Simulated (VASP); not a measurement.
Set up this calculation in VASP 6.6.1, as the native input.

| Property | Result |
| --- | --- |
| Task | single point |
| Functional | r2SCAN |
| Potentials or basis | VASP PAW PBE potentials, release 64 (K_sv, Pt) |
| Cutoff | 550 eV |
| k mesh | 7 × 7 × 4, shifted |
| Occupations | fermi-dirac, width 0.1 eV |
| Spin | no spin polarisation |
| Dipole correction | no |
| Further INCAR settings | ALGO = Normal; EDIFF = 1e-06; NBANDS = 16; ISYM = -1 |

Crystal: KPt.

```
K Pt
1.0
     3.00085    0.00000    0.00000
    -1.50042    2.59881    0.00000
     0.00000    0.00000    5.34558
K Pt
1 1
Direct
  0.33333 0.66667 0.50000
  0.00000 0.00000 0.00000
```

These files were run (other wordings do the same):

POSCAR

```
KPt
1.0
    3.0008470000      0.0000000000      0.0000000000
   -1.5004240000      2.5988100000      0.0000000000
    0.0000000000      0.0000000000      5.3455780000
K Pt
1 1
Direct
    0.3333333333      0.6666666667      0.5000000000
    0.0000000000      0.0000000000      0.0000000000
```

INCAR.step1

```
PREC = Accurate
ENCUT = 550
ISMEAR = -1
SIGMA = 0.1
LREAL = F
LASPH = T
NELM = 120
ISYM = -1
NBANDS = 16
GGA = PE
ALGO = Normal
EDIFF = 1E-5
LWAVE = T
LCHARG = F
GGA_COMPAT = F
```

INCAR.step2

```
PREC = Accurate
ENCUT = 550
EDIFF = 1E-6
ISMEAR = -1
SIGMA = 0.1
LREAL = F
LASPH = T
NELM = 120
ALGO = Normal
ISIF = 2
LWAVE = F
LCHARG = F
METAGGA = R2SCAN
LMIXTAU = T
ISYM = -1
NBANDS = 16
ISTART = 1
GGA_COMPAT = F
```

KPOINTS

```
explicit points
98
Reciprocal
  0.07142857   0.07142857   0.12500000 2
  0.07142857   0.07142857   0.37500000 2
  0.07142857   0.07142857   0.62500000 2
  0.07142857   0.07142857   0.87500000 2
  0.07142857   0.21428571   0.12500000 2
  0.07142857   0.21428571   0.37500000 2
  0.07142857   0.21428571   0.62500000 2
  0.07142857   0.21428571   0.87500000 2
  0.07142857   0.35714286   0.12500000 2
  0.07142857   0.35714286   0.37500000 2
  0.07142857   0.35714286   0.62500000 2
  0.07142857   0.35714286   0.87500000 2
  0.07142857   0.50000000   0.12500000 2
  0.07142857   0.50000000   0.37500000 2
  0.07142857   0.50000000   0.62500000 2
  0.07142857   0.50000000   0.87500000 2
  0.07142857   0.64285714   0.12500000 2
  0.07142857   0.64285714   0.37500000 2
  0.07142857   0.64285714   0.62500000 2
  0.07142857   0.64285714   0.87500000 2
  0.07142857   0.78571429   0.12500000 2
  0.07142857   0.78571429   0.37500000 2
  0.07142857   0.78571429   0.62500000 2
  0.07142857   0.78571429   0.87500000 2
  0.07142857   0.92857143   0.12500000 2
  0.07142857   0.92857143   0.37500000 2
  0.07142857   0.92857143   0.62500000 2
  0.07142857   0.92857143   0.87500000 2
  0.21428571   0.07142857   0.12500000 2
  0.21428571   0.07142857   0.37500000 2
  0.21428571   0.07142857   0.62500000 2
  0.21428571   0.07142857   0.87500000 2
  0.21428571   0.21428571   0.12500000 2
  0.21428571   0.21428571   0.37500000 2
  0.21428571   0.21428571   0.62500000 2
  0.21428571   0.21428571   0.87500000 2
  0.21428571   0.35714286   0.12500000 2
  0.21428571   0.35714286   0.37500000 2
  0.21428571   0.35714286   0.62500000 2
  0.21428571   0.35714286   0.87500000 2
  0.21428571   0.50000000   0.12500000 2
  0.21428571   0.50000000   0.37500000 2
  0.21428571   0.50000000   0.62500000 2
  0.21428571   0.50000000   0.87500000 2
  0.21428571   0.64285714   0.12500000 2
  0.21428571   0.64285714   0.37500000 2
  0.21428571   0.64285714   0.62500000 2
  0.21428571   0.64285714   0.87500000 2
  0.21428571   0.78571429   0.12500000 2
  0.21428571   0.78571429   0.37500000 2
  0.21428571   0.78571429   0.62500000 2
  0.21428571   0.78571429   0.87500000 2
  0.21428571   0.92857143   0.12500000 2
  0.21428571   0.92857143   0.37500000 2
  0.21428571   0.92857143   0.62500000 2
  0.21428571   0.92857143   0.87500000 2
  0.35714286   0.07142857   0.12500000 2
  0.35714286   0.07142857   0.37500000 2
  0.35714286   0.07142857   0.62500000 2
  0.35714286   0.07142857   0.87500000 2
  0.35714286   0.21428571   0.12500000 2
  0.35714286   0.21428571   0.37500000 2
  0.35714286   0.21428571   0.62500000 2
  0.35714286   0.21428571   0.87500000 2
  0.35714286   0.35714286   0.12500000 2
  0.35714286   0.35714286   0.37500000 2
  0.35714286   0.35714286   0.62500000 2
  0.35714286   0.35714286   0.87500000 2
  0.35714286   0.50000000   0.12500000 2
  0.35714286   0.50000000   0.37500000 2
  0.35714286   0.50000000   0.62500000 2
  0.35714286   0.50000000   0.87500000 2
  0.35714286   0.64285714   0.12500000 2
  0.35714286   0.64285714   0.37500000 2
  0.35714286   0.64285714   0.62500000 2
  0.35714286   0.64285714   0.87500000 2
  0.35714286   0.78571429   0.12500000 2
  0.35714286   0.78571429   0.37500000 2
  0.35714286   0.78571429   0.62500000 2
  0.35714286   0.78571429   0.87500000 2
  0.35714286   0.92857143   0.12500000 2
  0.35714286   0.92857143   0.37500000 2
  0.35714286   0.92857143   0.62500000 2
  0.35714286   0.92857143   0.87500000 2
  0.50000000   0.07142857   0.12500000 2
  0.50000000   0.07142857   0.37500000 2
  0.50000000   0.07142857   0.62500000 2
  0.50000000   0.07142857   0.87500000 2
  0.50000000   0.21428571   0.12500000 2
  0.50000000   0.21428571   0.37500000 2
  0.50000000   0.21428571   0.62500000 2
  0.50000000   0.21428571   0.87500000 2
  0.50000000   0.35714286   0.12500000 2
  0.50000000   0.35714286   0.37500000 2
  0.50000000   0.35714286   0.62500000 2
  0.50000000   0.35714286   0.87500000 2
  0.50000000   0.50000000   0.12500000 2
  0.50000000   0.50000000   0.37500000 2
```

Potentials or basis: VASP PAW PBE potentials, release 64 (K_sv, Pt).

Command:

```bash
$ cat potpaw_PBE.64/K_sv/POTCAR potpaw_PBE.64/Pt/POTCAR > POTCAR
$ cp INCAR.step1 INCAR
$ mpirun -np 1 vasp_std > vasp.out
$ cp INCAR.step2 INCAR
$ mpirun -np 1 vasp_std > vasp.out
```

Results of the run:

```yaml
Pressure: -2.2 GPa
Largest_force: 0.003 eV/Å
Band_gap_on_the_k_mesh: zero (an odd number of electrons rules out a gap without spin polarisation)
```

Caveat: the PAW data sets were made with another functional, which shifts forces and pressure a little; spin-orbit coupling is left out, which moves the levels of the heavy elements.

It took 2.3 min on 1 thread of Intel(R) Xeon(R) Platinum 8375C CPU @ 2.90GHz (Ice Lake) (shared host), peak memory 0.22 GiB.
